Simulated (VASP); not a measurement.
# ZnS (zinc blende) (F-43m) in VASP: single point with LDA

Aim: the single point of ZnS (zinc blende) with LDA.

All numbers are computed with VASP 6.6.1; they aren't measurements. Logs are shortened: lines on timing, memory, paths and dates and some standing lists are left out, and cuts for length are marked.

**1. The cell of the first run**

Symmetry: F-43m, No. 216, cubic system. Conventional cell: a = 5.481 Å, b = 5.481 Å, c = 5.481 Å, α = 90.00°, β = 90.00°, γ = 90.00°. Within 3.1 Å of Zn (site symmetry -43m) lie 4 S at 2.37 Å. Within 3.1 Å of S (site symmetry -43m) lie 4 Zn at 2.37 Å.

**2. Single point, LDA (volume scaled by 1.04)**

The input, INCAR:

```
PREC = Accurate ; ENCUT = 520
EDIFF = 1E-6 ; ISMEAR = 0
SIGMA = 0.01 ; LREAL = False
LASPH = True ; NELM = 80
ALGO = Normal ; ISIF = 2
LWAVE = False ; LCHARG = False
GGA = CA ; NBANDS = 16
```

The input, KPOINTS:

```
Automatic mesh
0
Gamma
  12 12 12
```

The input, POSCAR:

```
ZnS
1.0
    0.0000000000      2.7405961873      2.7405961873
    2.7405961873      0.0000000000      2.7405961873
    2.7405961873      2.7405961873      0.0000000000
Zn S
1 1
Direct
    0.0000000000      0.0000000000      0.0000000000
    0.2500000000      0.2500000000      0.2500000000
```

Potentials or basis: VASP PAW LDA potentials, release 64 (Zn, S).

The run is started by

```sh
> cat potpaw_LDA.64/Zn/POTCAR potpaw_LDA.64/S/POTCAR > POTCAR
> mpirun -np 1 vasp_std > vasp.out
```

OUTCAR:

```text
PREC = Accurate
   ENCUT = 520
   EDIFF = 1E-6
   ISMEAR = 0
   LREAL = False
   LASPH = True
   NELM = 80
   ISIF = 2
   GGA = CA

 ion  position               nearest neighbor table
   1  0.000  0.000  0.000-   2 2.37   2 2.37   2 2.37   2 2.37
   2  0.250  0.250  0.250-   1 2.37   1 2.37   1 2.37   1 2.37

  LATTYP: Found a face centered cubic cell.
 ALAT       =     5.4811923746

  Lattice vectors:

 A1 = (   0.0000000000,   2.7405961873,   2.7405961873)
 A2 = (   2.7405961873,   0.0000000000,   2.7405961873)
 A3 = (   2.7405961873,   2.7405961873,   0.0000000000)

Analysis of symmetry for initial positions (statically):
=====================================================================
 Subroutine PRICEL returns:
 Original cell was already a primitive cell.

 Routine SETGRP: Setting up the symmetry group for a
 face centered cubic supercell.

 Subroutine GETGRP returns: Found 24 space group operations
 (whereof 24 operations were pure point group operations)
 out of a pool of 48 trial point group operations.

The static configuration has the point symmetry T_d .

Analysis of symmetry for dynamics (positions and initial velocities):
=====================================================================
 Subroutine PRICEL returns:
 Original cell was already a primitive cell.

 Routine SETGRP: Setting up the symmetry group for a
 face centered cubic supercell.

 Subroutine GETGRP returns: Found 24 space group operations
 (whereof 24 operations were pure point group operations)
 out of a pool of 48 trial point group operations.

The dynamic configuration has the point symmetry T_d .

 Subroutine INISYM returns: Found 24 space group operations
 (whereof 24 operations are pure point group operations),
 and found     1 'primitive' translations

----------------------------------------------------------------------------------------

                                     Primitive cell

  volume of cell :      41.1685

  direct lattice vectors                    reciprocal lattice vectors
     0.000000000  2.740596187  2.740596187    -0.182442055  0.182442055  0.182442055
     2.740596187  0.000000000  2.740596187     0.182442055 -0.182442055  0.182442055
     2.740596187  2.740596187  0.000000000     0.182442055  0.182442055 -0.182442055

  length of vectors
     3.875788297  3.875788297  3.875788297     0.315998908  0.315998908  0.315998908

  position of ions in fractional coordinates (direct lattice)
     0.000000000  0.000000000  0.000000000
     0.250000000  0.250000000  0.250000000

  ion indices of the primitive-cell ions
   primitive index   ion index
                 1           1
                 2           2

----------------------------------------------------------------------------------------

 KPOINTS: Automatic mesh

Automatic generation of k-mesh.
 Grid dimensions read from file:
 generate k-points for:   12   12   12

 Generating k-lattice:

  Cartesian coordinates                     Fractional coordinates (reciprocal lattice)
    -0.015203505  0.015203505  0.015203505     0.083333333  0.000000000  0.000000000
     0.015203505 -0.015203505  0.015203505     0.000000000  0.083333333  0.000000000
     0.015203505  0.015203505 -0.015203505     0.000000000  0.000000000  0.083333333

  Length of vectors
     0.026333242  0.026333242  0.026333242

  Shift w.r.t. Gamma in fractional coordinates (k-lattice)
     0.000000000  0.000000000  0.000000000

 Subroutine IBZKPT returns following result:
 ===========================================

 Found     72 irreducible k-points:

 Following reciprocal coordinates:
            Coordinates               Weight
  0.000000  0.000000  0.000000      1.000000
  0.083333  0.000000  0.000000      8.000000
  0.166667  0.000000  0.000000      8.000000
  0.250000  0.000000  0.000000      8.000000
  0.333333  0.000000  0.000000      8.000000
  0.416667  0.000000  0.000000      8.000000
[... 16 lines left out ...]
  0.500000  0.166667  0.000000     24.000000
 -0.416667  0.166667  0.000000     24.000000
 [... further k-points ...]
   k-points           NKPTS =     72   k-points in BZ     NKDIM =     72   number of bands    NBANDS=     16
   number of dos      NEDOS =    301   number of ions     NIONS =      2
   total plane-waves  NPLWV =  27000
   dimension x,y,z NGX =    30 NGY =   30 NGZ =   30
   dimension x,y,z NGXF=    60 NGYF=   60 NGZF=   60
   ions per type =               1   1
   NGX,Y,Z   is equivalent  to a cutoff of  12.87, 12.87, 12.87 a.u.
   NGXF,Y,Z  is equivalent  to a cutoff of  25.74, 25.74, 25.74 a.u.
 SYSTEM =  unknown system
   PREC   = accura    normal or accurate (medium, high low for compatibility)
   ISTART =      0    job   : 0-new  1-cont  2-samecut
   ICHARG =      2    charge: 1-file 2-atom 10-const
   ISPIN  =      1    spin polarized calculation?
   LNONCOLLINEAR =      F non collinear calculations
   LSORBIT =      F    spin-orbit coupling
   LASPH  =      T    aspherical Exc in radial PAW
   ENCUT  =  520.0 eV  38.22 Ry    6.18 a.u.   7.21  7.21  7.21*2*pi/ulx,y,z
   NELM   =     80;   NELMIN=  2; NELMDL= -5     # of ELM steps
   EDIFF  = 0.1E-05   stopping-criterion for ELM
   LREAL  =      F    real-space projection
   EDIFFG = 0.1E-04   stopping-criterion for IOM
   NSW    =      0    number of steps for IOM
   IBRION =     -1    ionic relax: 0-MD 1-quasi-New 2-CG
   NFREE  =      0    steps in history (QN), initial steepest desc. (CG)
   ISIF   =      2    stress and relaxation
   ISYM   =      2    0-nonsym 1-usesym 2-fastsym
   POTIM  = 0.5000    time-step for ionic-motion
   TEBEG  =    0.0;   TEEND  =   0.0 temperature during run
   PSTRESS=    0.0 pullay stress
   NELECT =      18.0000    total number of electrons
   NUPDOWN=      -1.0000    fix difference up-down
   EMIN   =  10.00;   EMAX   =-10.00  energy-range for DOS
   EFERMI =   0.00;   METHOD = LEGACY
   ISMEAR =     0;   SIGMA  =   0.01  broadening in eV -4-tet -1-fermi 0-gaus
   EFERMI_NEDOS =   21; number of points for ismear=-14 and -15
   IALGO  =     38    algorithm
   IMIX   =      4    mixing-type and parameters
     AMIX     =   0.40;   BMIX     =  1.00
     AMIX_MAG =   1.60;   BMIX_MAG =  1.00
  volume/ion in A,a.u.               =      20.58       138.91
  Fermi-wavevector in a.u.,A,eV,Ry     =   1.242541  2.348061 21.006135  1.543907
  Thomas-Fermi vector in A             =   2.376891
   LORBIT       =      0    0 simple, 1 ext, 2 COOP (PROOUT), +10 PAW based schemes
   GGA     = CA    functional components
   LHFCALC =     F    Hartree Fock is set to
   AEXX    =    0.0000 exact exchange contribution
   IVDW    =     0    specifies the selected vdW correction
   LEPSILON=     F    determine dielectric tensor
   LRPA    =     F    only Hartree local field effects (RPA)
 non-spin polarized calculation
 Gauss-broadening in eV      SIGMA  =   0.01
  energy-cutoff  :      520.00
  volume of cell :       41.17
 maximum number of plane-waves:      1125
 NGX is ok and might be reduce to    30
   NGX = 15   NGY = 15   NGZ = 15

 number of electron      17.9999999 magnetization

 Free energy of the ion-electron system (eV)
  ---------------------------------------------------
  ext. energy  EPLUGINS =         0.00000000
  ---------------------------------------------------
  free energy    TOTEN  =        -8.11674836 eV

  energy without entropy =       -8.11674836  energy(sigma->0) =       -8.11674836

 E-fermi :   1.6451     XC(G=0):  -9.8464

 val. band max:        1.5336144801   @ k =   0.0000   0.0000   0.0000
 cond. band min:       3.2365877809   @ k =   0.0000   0.0000   0.0000
 fundamental gap:      1.7029733008
 Fermi energy:         1.6451077775

 k-point     1 :       0.0000    0.0000    0.0000
  band No.  band energies     occupation
      1     -11.2877      2.00000
      2      -4.8032      2.00000
      3      -4.8032      2.00000
      4      -4.8032      2.00000
      5      -4.3693      2.00000
      6      -4.3693      2.00000
[... 8 lines left out ...]
     15      13.2301      0.00000
     16      13.2301      0.00000

 k-point     2 :       0.0833    0.0000    0.0000
  band No.  band energies     occupation
      1     -11.2376      2.00000
      2      -4.8020      2.00000
      3      -4.7945      2.00000
      4      -4.7945      2.00000
      5      -4.3701      2.00000
      6      -4.3701      2.00000
[... 8 lines left out ...]
     15      12.8704      0.00000
     16      13.2491      0.00000

 k-point     3 :       0.1667    0.0000    0.0000
  band No.  band energies     occupation
      1     -11.0956      2.00000
      2      -4.7900      2.00000
      3      -4.7717      2.00000
      4      -4.7717      2.00000
      5      -4.3710      2.00000
      6      -4.3710      2.00000
[... 8 lines left out ...]
     15      12.4057      0.00000
     16      13.7378      0.00000

 k-point     4 :       0.2500    0.0000    0.0000
  band No.  band energies     occupation
      1     -10.8882      2.00000
      2      -4.7433      2.00000
      3      -4.7433      2.00000
      4      -4.7432      2.00000
      5      -4.3680      2.00000
      6      -4.3680      2.00000
[... 8 lines left out ...]
     15      12.3845      0.00000
     16      13.2981      0.00000
[... 324 lines left out ...]
 k-point    22 :       0.4167    0.1667    0.0000
  band No.  band energies     occupation
      1     -10.4784      2.00000
      2      -4.7243      2.00000
      3      -4.6594      2.00000
      4      -4.5624      2.00000
      5      -4.3381      2.00000
      6      -4.3339      2.00000
[... 8 lines left out ...]
     15      14.6875      0.00000
     16      14.8840      0.00000

 k-point    23 :       0.5000    0.1667    0.0000
  band No.  band energies     occupation
      1     -10.3474      2.00000
      2      -4.7022      2.00000
      3      -4.6526      2.00000
      4      -4.4394      2.00000
      5      -4.3378      2.00000
      6      -4.2067      2.00000
[... 8 lines left out ...]
     15      14.8377      0.00000
     16      15.1371      0.00000

 k-point    24 :      -0.4167    0.1667    0.0000
  band No.  band energies     occupation
      1     -10.3293      2.00000
      2      -4.6949      2.00000
      3      -4.6575      2.00000
      4      -4.3961      2.00000
      5      -4.3524      2.00000
      6      -4.1612      2.00000
[... 8 lines left out ...]
     15      13.6436      0.00000
     16      15.0623      0.00000

 [... further k-points ...]

------------------------ aborting loop because EDIFF is reached ----------------------------------------

  FORCE on cell =-STRESS in cart. coord.  units (eV):
  Direction    XX          YY          ZZ          XY          YZ          ZX
  --------------------------------------------------------------------------------------
  -------------------------------------------------------------------------------------
  Total       -1.7791800     -1.7791800     -1.7791800      0.0000000     -0.0000000      0.0000000
  in kB      -69.2413199    -69.2413199    -69.2413199      0.0000000     -0.0000000      0.0000000
  external PRESSURE =     -69.2413199 kB  Pullay stress =       0.0000000 kB

 VOLUME and BASIS-vectors are now :
 -----------------------------------------------------------------------------
  energy-cutoff  :      520.00
  volume of cell :       41.17
      direct lattice vectors                 reciprocal lattice vectors
     0.000000000  2.740596187  2.740596187    -0.182442055  0.182442055  0.182442055
     2.740596187  0.000000000  2.740596187     0.182442055 -0.182442055  0.182442055
     2.740596187  2.740596187  0.000000000     0.182442055  0.182442055 -0.182442055

 POSITION                                       TOTAL-FORCE (eV/Angst)
 -----------------------------------------------------------------------------------
      0.00000      0.00000      0.00000         0.000000      0.000000      0.000000
      1.37030      1.37030      1.37030        -0.000000     -0.000000     -0.000000
 -----------------------------------------------------------------------------------
    total drift:                               -0.000000     -0.000000     -0.000000

  FREE ENERGIE OF THE ION-ELECTRON SYSTEM (eV)
  ---------------------------------------------------
  free  energy   TOTEN  =        -8.1167483627 eV

  energy  without entropy=       -8.1167483627  energy(sigma->0) =       -8.11674836
```

It took 20 s on 1 thread of Intel Xeon 6975P-C (Granite Rapids), shared host; peak memory 0.17 GiB.

What came out:

```
Free energy            : -8.1167 eV
Pressure               : -6.9 GPa
Band gap on the k mesh : 1.70 eV, direct
```

Levels at points of the mesh, in eV from the valence-band top:
```
           k point  band 7  band 8  band 9  band 10  band 11  band 12
(0.00, 0.00, 0.00)    0.00    0.00    0.00     1.70     6.28     6.28
(0.50, 0.00, 0.00)   -5.10   -0.82   -0.82     3.02     6.81     6.81
(0.50, 0.50, 0.00)   -4.50   -2.10   -2.10     3.28     3.90    10.42
```
